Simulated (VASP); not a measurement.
Write the native input for VASP 6.6.1 that does the following.

```
Task                   : single point
Functional             : PBEsol
Potentials or basis    : VASP PAW PBE potentials, release 64 (S, Be)
Cutoff                 : 600 eV
k mesh                 : 9 × 9 × 9
Occupations            : gaussian, width 0.01 eV
Spin                   : no spin polarisation
Dipole correction      : no
Further INCAR settings : ALGO = Normal; EDIFF = 1e-06; NBANDS = 11
```

The structure of BeS lies in POSCAR:

```
BeS
1.0
    0.0000000000      2.4250000000      2.4250000000
    2.4250000000      0.0000000000      2.4250000000
    2.4250000000      2.4250000000      0.0000000000
S Be
1 1
Direct
    0.2500000000      0.2500000000      0.2500000000
    0.0000000000      0.0000000000      0.0000000000
```

These files were run (other wordings do the same):

INCAR

```
SYSTEM = BeS
ALGO = Normal
EDIFF = 1E-6
ENCUT = 600
GGA = PS
GGA_COMPAT = .FALSE.
ISIF = 2
ISMEAR = 0
LASPH = .TRUE.
LCHARG = .TRUE.
LELF = .TRUE.
LREAL = .FALSE.
LVHAR = .TRUE.
LWAVE = .FALSE.
NBANDS = 11
NELM = 120
PREC = Accurate
SIGMA = 0.01
```

KPOINTS

```
k-points
0
G
  9 9 9
  0 0 0
```

Potentials or basis: VASP PAW PBE potentials, release 64 (S, Be).

Run with:

```sh
$ cat potpaw_PBE.64/S/POTCAR potpaw_PBE.64/Be/POTCAR > POTCAR
$ mpirun -np 1 vasp_std > vasp.out
```

It gave:

| Quantity | Value |
| --- | --- |
| Pressure | -0.5 GPa |
| Band gap on the k mesh | 3.03 eV (least direct gap 5.61 eV) |

Caveat: the PAW data sets were made with another functional, which shifts forces and pressure a little; an odd mesh through Γ misses points on the zone boundary, where band edges can lie.

Wall time 22 s on 1 thread of Intel(R) Xeon(R) Platinum 8375C CPU @ 2.90GHz (Ice Lake), on a shared host, peak memory 0.15 GiB.
